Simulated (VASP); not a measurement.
Si, 2 atoms in the cell. It takes space group I4_1/amd (No. 141, tetragonal). Conventional cell: a = 4.206 Å, b = 4.206 Å, c = 4.958 Å, α = 90.00°, β = 90.00°, γ = 90.00°. Si (site symmetry -4m2) has 4 Si at 2.44 Å within 3.2 Å.  This cell differs from its parent crystal: volume 21.926 Å^3 an atom, c/a of the conventional cell 0.8336.

- Program: VASP 6.6.1
- Task: single point
- Functional: PBE
- Potentials or basis: VASP PAW PBE potentials, release 64 (Si)
- Cutoff: 520 eV
- k mesh: 10 × 10 × 10
- Occupations: gaussian, width 0.05 eV
- Spin: no spin polarisation
- Dipole correction: no
- Further INCAR settings: ALGO = Normal; EDIFF = 1e-07; NBANDS = 11

Potentials or basis: VASP PAW PBE potentials, release 64 (Si).

The run is started by

```console
$ cat potpaw_PBE.64/Si/POTCAR > POTCAR
$ mpirun -np 1 vasp_std > vasp.out
```

Hardware: 1 thread of Intel Xeon 8259CL, with other jobs on the host.

Q: How long does it take, and how much memory?

A: It took 75 s on 1 thread of Intel Xeon 8259CL, on a shared host, peak memory 0.18 GiB. Counts: scf iterations 13, k points 102.
